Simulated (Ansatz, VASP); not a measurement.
SiCl5 in VASP and in Ansatz

```xyz
6
Lattice="6.3368 0.0000 0.0000 -3.1684 5.4879 0.0000 0.0000 0.0000 5.7687" Properties=species:S:1:pos:R:3 pbc="T T T"
Si    0.0000    0.0000    0.3013
Cl    0.0000    3.6586    3.1881
Cl    3.1684    1.8293    3.1881
Cl    1.9535    0.0000    0.3007
Cl   -0.9768    1.6918    0.3007
Cl    2.1917    3.7960    0.3007
```

Alike in both runs: functional PBE; k mesh 6 × 6 × 4; occupations gaussian, width 0.1 eV; no spin polarisation.

Ansatz relaxed the structure, and its values are those at the end. VASP's run is a single point on that final structure, the one shown.

|  | VASP | Ansatz |
| --- | --- | --- |
| version | VASP 6.6.1 | Ansatz 0.2.0 |
| potentials or method | VASP PAW PBE potentials, release 64 (Si, Cl), cutoff 520 eV | scalar-relativistic, plane waves, PAW |
| valence electrons in the cell | 39 | 39 |

Ansatz gave:

* gap on the k mesh at the Fermi level (eV): none
* pressure (GPa): 0.0
* rms of the force components (eV/Å): 0.005

Question: Estimate VASP's values.

Answer: gap on the k mesh at the Fermi level (eV): none; pressure (GPa): -0.1; rms of the force components (eV/Å): 0.038.

A gap of «none» marks a metal or a gap that the smearing closes.
